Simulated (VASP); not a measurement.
A run of VASP 6.6.1:

Contents of INCAR:

```
SYSTEM = I
PREC = Accurate ; ENCUT = 520
EDIFF = 1E-6 ; ISMEAR = -1
SIGMA = 0.05 ; LREAL = .False.
LASPH = .True. ; NELM = 80
ALGO = Normal ; ISIF = 2
LWAVE = .False. ; LCHARG = .False.
GGA = PS ; NBANDS = 22
```

KPOINTS

```
regular mesh
0
Gamma
  7 7 3
  0 0 0
```

Contents of POSCAR:

```
I
1.0
    3.6591087810     -2.4108815219      0.0000000000
    3.6591087810      2.4108815219      0.0000000000
    0.0000000000      0.0000000000      9.8582991087
I
4
Direct
    0.6493000000      0.3507000000      0.3844000000
    0.1493000000      0.8507000000      0.1156000000
    0.3507000000      0.6493000000      0.6156000000
    0.8507000000      0.1493000000      0.8844000000
```

Potentials or basis: VASP PAW PBE potentials, release 64 (I).

Command:

```bash
$ cat potpaw_PBE.64/I/POTCAR > POTCAR
$ mpirun -np 1 vasp_std > vasp.out
```

Hardware: 1 thread of Intel(R) Xeon(R) Platinum 8559C (Emerald Rapids), on a shared host.

Q: Estimate the wall time of this run.

A: Run time: 78 s on 1 thread of Intel(R) Xeon(R) Platinum 8559C (Emerald Rapids), on a shared host, peak memory 0.33 GiB. Counts: scf iterations 14, k points 32.
